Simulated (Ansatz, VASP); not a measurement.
## Two plane-wave programs on B

```
B
1.0
     1.16859   -4.30583    0.00000
     1.16859    4.30583    0.00000
     0.00000    0.00000    3.28247
B
4
Direct
  0.50000 0.50000 0.75116
  0.50000 0.50000 0.24884
  0.32059 0.67941 0.50000
  0.67941 0.32059 0.50000
```

Alike in both runs: task relaxation of cell and atoms; functional PBE; k mesh 20 × 20 × 14; occupations gaussian, width 0.1 eV; no spin polarisation.

|  | VASP | Ansatz |
| --- | --- | --- |
| version | VASP 6.6.1 | Ansatz 0.2.0 |
| potentials or method | VASP PAW PBE potentials, release 64 (B), cutoff 600 eV | scalar-relativistic, plane waves, PAW |
| valence electrons in the cell | 12 | 12 |

```tsv
	VASP	Ansatz	Ansatz less VASP
gap on the k mesh at the Fermi level, each at its own relaxed structure (eV)	none	none	-
relaxed volume (Å³/atom)	8.27	8.27	+0.005
relaxed length of the cell vector where the two differ most in proportion (Å)	3.274	3.274	+0.0005
```

A gap of «none» marks a metal or a gap that the smearing closes.
